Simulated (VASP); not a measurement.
Write the native input for VASP 6.6.1 that does the following.

| Item | Value |
| --- | --- |
| Task | single point |
| Functional | PBE |
| Potentials or basis | VASP PAW PBE potentials, release 64 (Sr_sv) |
| Cutoff | 520 eV |
| k mesh | 12 × 12 × 12 |
| Occupations | fermi-dirac, width 0.08 eV |
| Spin | no spin polarisation |
| Dipole correction | no |
| Further INCAR settings | ALGO = Normal; EDIFF = 1e-06; NBANDS = 11 |

The structure of Sr lies in POSCAR:

```
Sr
1.0
    0.0000000000      2.3135931038      2.3135931038
    2.3135931038      0.0000000000      2.3135931038
    2.3135931038      2.3135931038      0.0000000000
Sr
1
Direct
    0.0000000000      0.0000000000      0.0000000000
```

This cell differs from its parent crystal: volume scaled by 0.45.

These files were run (other wordings do the same):

INCAR

```
  PREC = Accurate
  ENCUT = 520
  EDIFF = 1E-6
  ISMEAR = -1
  SIGMA = 0.08
  LREAL = F
  LASPH = T
  NELM = 60
  ALGO = Normal
  ISIF = 2
  LWAVE = F
  LCHARG = T
  GGA = PE
  LELF = T
  LVHAR = T
  NBANDS = 11
```

KPOINTS

```
regular mesh
0
Gamma
  12 12 12
```

Potentials or basis: VASP PAW PBE potentials, release 64 (Sr_sv).

The run is started by

```bash
$ cat potpaw_PBE.64/Sr_sv/POTCAR > POTCAR
$ mpirun -np 1 vasp_std > vasp.out
```

Results of the run:

```json
{
  "Pressure": "29.1 GPa",
  "Band gap on the k mesh": "zero (band 5 reaches 5.61 eV, above the bottom of band 6 at 4.31 eV)"
}
```

Wall time 4.9 s on 1 thread of Intel(R) Xeon(R) 6975P-C (Granite Rapids), on a shared host, peak memory 0.15 GiB.
